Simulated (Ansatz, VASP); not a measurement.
**Ge4H in VASP and in Ansatz**

The input INCAR:

```
ALGO     = Normal         # electronic algorithm
DIPOL    = 0.5 0.5 0.328
EDIFF    = 1E-6           # SCF threshold, eV
ENCUT    = 520            # plane-wave cutoff, eV
GGA      = PE             # functional
IDIPOL   = 3            
ISIF     = 2              # what is computed and relaxed
ISMEAR   = 0              # smearing method
IVDW     = 12             # dispersion correction
LASPH    = T              # aspherical terms in the spheres
LCHARG   = T              # write CHGCAR
LDIPOL   = T            
LELF     = T              # ELF
LREAL    = F              # projectors in reciprocal space
LVACPOTAV= T            
LVHAR    = T            
LWAVE    = F              # write WAVECAR
NBANDS   = 36             # bands
NELM     = 100            # most SCF steps
PREC     = Accurate       # precision mode
SIGMA    = 0.1            # smearing width, eV
```

File KPOINTS:

```
k-points
0
Gamma
  7 7 1
```

File POSCAR:

```
Ge4H
1.0
    4.0303587907      0.0000000000      0.0000000000
    0.0000000000      4.0303587907      0.0000000000
    0.0000000000      0.0000000000     21.6416627718
Ge H
4 1
Direct
    0.0000000000      0.5000000000      0.1848286817
    0.0000000000      0.0000000000      0.2506714513
    0.5000000000      0.0000000000      0.3196569899
    0.5000000000      0.5000000000      0.3854446333
    0.8750000000      0.7500000000      0.5009625594
```

Input for Ansatz:

```yaml
crystal:
  lattice:
    - [4.0303587907, 0.0, 0.0]
    - [0.0, 4.0303587907, 0.0]
    - [0.0, 0.0, 21.6416627718]
  atoms:
    - { symbol: Ge, position: [0.0, 0.5, 0.1848286817] }
    - { symbol: Ge, position: [0.0, 0.0, 0.2506714513] }
    - { symbol: Ge, position: [0.5, 0.0, 0.3196569899] }
    - { symbol: Ge, position: [0.5, 0.5, 0.3854446333] }
    - { symbol: H, position: [0.875, 0.75, 0.5009625594] }
basis:
  ecutwfc: 420
kpoints:
  mp_grid: { grid: [7, 7, 1] }
hamiltonian:
  xc: pbe
  pseudopotentials: { kind: paw, azcp: { folder: soft_1 } }
  dispersion: d3bj
scf:
  occupations: { method: gaussian, width: 0.1 }
output:
  forces: true
  eigenvalues: true
efield:
  axis: 3
  dipole_correction: true
  ramp_width: 0.04
```

Alike in both runs: task single point; functional PBE; dispersion D3(BJ); k mesh 7 × 7 × 1; occupations gaussian, width 0.1 eV; no spin polarisation.

```csv
,VASP,Ansatz
version,VASP 6.6.1,Ansatz 0.2.0
potentials or method,"VASP PAW PBE potentials, release 64 (Ge_d, H), cutoff 520 eV","scalar-relativistic, plane waves, PAW"
valence electrons in the cell,57,57
```

|  | VASP | Ansatz | Ansatz less VASP |
| --- | --- | --- | --- |
| gap on the k mesh at the Fermi level (eV) | none | none | - |
| rms of the force components (eV/Å) | 0.387 | 0.387 | -0.0005 |
| work function, face that differs most (eV) | 4.95 | 4.95 | -0.002 |

Atom by atom the forces differ by 0.001 eV/Å (rms over components). A gap of «none» marks a metal or a gap that the smearing closes.
